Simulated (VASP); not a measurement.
# Os: electric field gradients with PBEsol

Os:

```xyz
1
Lattice="0.0000 1.9706 1.9706 1.9706 0.0000 1.9706 1.9706 1.9706 0.0000" Properties=species:S:1:pos:R:3 pbc="T T T"
Os    0.0000    0.0000    0.0000
```

This cell differs from its parent crystal: volume scaled by 1.04.

- Program: VASP 6.6.1
- Task: electric field gradients
- Functional: PBEsol
- Potentials or basis: VASP PAW PBE potentials, release 64 (Os)
- Cutoff: 520 eV
- k mesh: 14 × 14 × 14
- Occupations: fermi-dirac, width 0.05 eV
- Spin: no spin polarisation
- Dipole correction: no
- Further INCAR settings: ALGO = Normal; EDIFF = 1e-08; NBANDS = 10

```
Pressure               : -31.7 GPa
Band gap on the k mesh : zero (band 4 reaches 10.04 eV, above the bottom of band 5 at 6.70 eV)
```

Levels at points of the mesh, in eV from the Fermi level:
```csv
k point,band 2,band 3,band 4,band 5,band 6,band 7
"(0.00, 0.00, 0.00)",-2.60,-2.60,-2.60,0.06,0.06,14.35
"(0.50, 0.00, 0.00)",-2.73,-2.73,-0.16,2.16,2.16,7.92
"(0.50, 0.50, 0.00)",-6.03,2.12,2.20,2.75,2.75,10.87
```

It took 23 s on 1 thread of Intel(R) Xeon(R) Platinum 8259CL CPU @ 2.50GHz (Skylake/Cascade Lake), with other jobs on the host, peak memory 0.15 GiB.

Caveat: without QUAD_EFG the Cq values of the log hold for a quadrupole moment of 1 mb, not for the nuclei; the PAW data sets were made with another functional, which shifts forces and pressure a little; spin-orbit coupling is left out, which moves the levels of the heavy elements.
